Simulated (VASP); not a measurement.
# Sr: single point with LDA

Crystal: Sr.

```xyz
1
Lattice="0.0000 3.0423 3.0423 3.0423 0.0000 3.0423 3.0423 3.0423 0.0000" Properties=species:S:1:pos:R:3 pbc="T T T"
Sr    0.0000    0.0000    0.0000
```

* Program: VASP 6.6.1
* Task: single point
* Functional: LDA
* Potentials or basis: VASP PAW LDA potentials, release 64 (Sr_sv)
* Cutoff: 520 eV
* k mesh: 6 × 6 × 6
* Occupations: methfessel-paxton, width 0.05 eV
* Spin: no spin polarisation

```json
{
 "Pressure": "-1.5 GPa"
}
```

Levels at points of the mesh, in eV from the Fermi level:
```
           k point  band 3  band 4  band 5  band 6  band 7  band 8
(0.00, 0.00, 0.00)  -18.46  -18.46   -3.62    2.23    2.23    2.23
(0.50, 0.00, 0.00)  -18.49  -18.49   -1.15    0.10    2.09    2.09
(0.50, 0.50, 0.00)  -18.53  -18.53   -0.63    0.32    1.05    4.66
```

Wall time 13 s on 1 thread of Intel Xeon 8259CL, on a shared host, peak memory 0.15 GiB.
